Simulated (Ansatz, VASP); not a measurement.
# K in VASP and in Ansatz

```
K
1.0
    -2.55054    2.55054    2.55054
     2.55054   -2.55054    2.55054
     2.55054    2.55054   -2.55054
K
1
Direct
  0.00000 0.00000 0.00000
```

Change from the starting cell: volume scaled by 0.9, LAPW.

Alike in both runs: task single point; functional PBE; k mesh 10 × 10 × 10; occupations fermi-dirac, width 0.1 eV; no spin polarisation.

|  | VASP | Ansatz |
| --- | --- | --- |
| version | VASP 6.6.1 | Ansatz 0.2.0 |
| potentials or method | VASP PAW PBE potentials, release 64 (K_sv), cutoff 520 eV | all-electron LAPW, scalar-relativistic |

```csv
,VASP,Ansatz,Ansatz less VASP
pressure (GPa),0.5,0.5,+0.01
```

Ansatz ran all-electron here, and VASP with PAW potentials.
